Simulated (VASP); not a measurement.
**LiSi2: relaxation of shape and atoms at fixed volume with PBE**

LiSi2:

```
Li Si
1.0
     1.93792   -4.23234    0.00000
     1.93792    4.23234    0.00000
     0.00000    0.00000    6.15282
Li Si
2 4
Direct
  0.95860 0.04140 0.25000
  0.04140 0.95860 0.75000
  0.66374 0.33626 0.04705
  0.33626 0.66374 0.54705
  0.66374 0.33626 0.45295
  0.33626 0.66374 0.95295
```

```yaml
Program: VASP 6.6.1
Task: relaxation of shape and atoms at fixed volume
Functional: PBE
Potentials_or_basis: VASP PAW PBE potentials, release 64 (Li_sv, Si)
Cutoff: 600 eV
k_mesh: 12 × 12 × 6
Occupations: gaussian, width 0.1 eV
Spin: no spin polarisation
Dipole_correction: no
Further_INCAR_settings: ALGO = Normal; EDIFF = 1e-06; IBRION = 2; EDIFFG = -0.01; NSW = 50; ISIF = 4
```

```json
{"Energy gained by relaxing": "3.2 meV/atom", "Ionic steps": "10", "Pressure after relaxing": "-2.9 GPa", "Largest force after relaxing": "0.007 eV/Å", "Band gap on the k mesh": "zero (bands 11 and 12 overlap by 3.35 eV)"}
```

Forces in eV/Å, atoms in the order of the input:
```
Li   0.000 -0.007  0.000
Li   0.000  0.007  0.000
Si   0.000  0.005  0.004
Si   0.000 -0.005  0.004
Si   0.000  0.005 -0.004
Si   0.000 -0.005 -0.004
```

Stress tensor (GPa, compression positive):
```
-2.89  0.00  0.00
 0.00 -2.92  0.00
 0.00  0.00 -2.98
```

Step by step:
```
step  energy change (eV)  largest force (eV/Å)  pressure (GPa)  volume (Å³)
   1              0.0000                0.1413           -4.58       100.93
   2             -0.0039                0.1136           -4.42       100.93
   3             -0.0112                0.0338           -3.89       100.93
   4             -0.0048                0.1524           -2.66       100.93
   5             -0.0123                0.0279           -3.58       100.93
   6             -0.0157                0.0315           -3.38       100.93
   7             -0.0182                0.0397           -3.07       100.93
   8             -0.0184                0.0428           -2.95       100.93
   9             -0.0188                0.0160           -2.94       100.93
  10             -0.0189                0.0066           -2.93       100.93
```

Final structure:
```
CELL_PARAMETERS angstrom
1.90457 -4.31140 0.00000
1.90457 4.31140 0.00000
0.00000 0.00000 6.14576
ATOMIC_POSITIONS crystal
Li 0.95835 0.04165 0.25000
Li 0.04165 0.95835 0.75000
Si 0.67008 0.32992 0.04953
Si 0.32992 0.67008 0.54953
Si 0.67008 0.32992 0.45047
Si 0.32992 0.67008 0.95047
```

Levels at points of the mesh, in eV from the Fermi level:
```
           k point  band 8  band 9  band 10  band 11  band 12  band 13  band 14  band 15
(0.00, 0.00, 0.00)   -2.02   -1.09    -1.04    -0.64    -0.24     0.37     1.16     2.82
(0.50, 0.00, 0.00)   -4.42   -3.13    -1.99    -1.81    -0.47     0.78     2.36     4.23
(0.50, 0.50, 0.00)   -2.91   -2.71    -0.71     0.42     2.34     2.85     3.22     3.83
(0.00, 0.00, 0.50)   -2.44   -1.68    -1.68    -1.34    -1.34     1.56     1.56     2.20
(0.50, 0.00, 0.50)   -3.59   -2.34    -2.34    -0.64    -0.64     1.13     1.13     3.30
(0.50, 0.50, 0.50)   -2.55   -1.96    -1.96     1.10     1.10     1.36     1.36     4.76
```

Wall time 27 min on 1 thread of AMD EPYC 7R13, with other jobs on the host, peak memory 0.47 GiB.

Caveat: the cutoff is under 1.25 times the usual one of these potentials, so pressure, stress and relaxed cells hold a basis-set (Pulay) error.
